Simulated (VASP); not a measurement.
## Si: single point with PBE

Crystal: Si.

```xyz
4
Lattice="3.8321 0.0000 0.0000 -1.9161 3.3187 0.0000 0.0000 0.0000 6.3412" Properties=species:S:1:pos:R:3 pbc="T T T"
Si    0.0000    2.2125    0.0036
Si    1.9161    1.1062    3.1742
Si    0.0000    2.2125    2.3744
Si    1.9161    1.1062    5.5450
```

```json
{"Program": "VASP 6.6.1", "Task": "single point", "Functional": "PBE", "Potentials or basis": "VASP PAW PBE potentials, release 64 (Si)", "Cutoff": "520 eV", "k mesh": "6 × 6 × 2", "Occupations": "gaussian, width 0.01 eV", "Spin": "no spin polarisation", "Dipole correction": "no", "Further INCAR settings": "ALGO = Normal; EDIFF = 1e-06; NBANDS = 16"}
```

```
Pressure               : 1.3 GPa
Largest force          : 0.041 eV/Å
Band gap on the k mesh : 0.42 eV, indirect (least direct gap 1.04 eV)
```

Forces on the atoms (eV/Å):
```
Si   0.000  0.000 -0.041
Si   0.000  0.000 -0.041
Si   0.000  0.000  0.041
Si   0.000  0.000  0.041
```

Stress tensor (GPa, compression positive):
```
1.41 0.00 0.00
0.00 1.41 0.00
0.00 0.00 0.99
```

Levels at points of the mesh, in eV from the valence-band top:
| k point | band 6 | band 7 | band 8 | band 9 | band 10 | band 11 |
| --- | --- | --- | --- | --- | --- | --- |
| (0.00, 0.00, 0.00) | -0.36 | 0.00 | 0.00 | 1.04 | 2.01 | 2.01 |
| (0.50, 0.00, 0.00) | -3.04 | -2.98 | -1.44 | 0.42 | 2.34 | 2.98 |
| (0.00, 0.00, 0.50) | -0.92 | -0.92 | -0.92 | 1.81 | 1.81 | 2.98 |
| (0.50, 0.00, 0.50) | -2.46 | -2.41 | -2.41 | 0.92 | 0.92 | 1.66 |

Run time: 12 s on 1 thread of AMD EPYC 9R45 96-Core Processor (Zen 5) (shared host), peak memory 0.15 GiB.

Caveat: the k points lie up to 0.50 Å⁻¹ apart. A k mesh can miss the band edges.
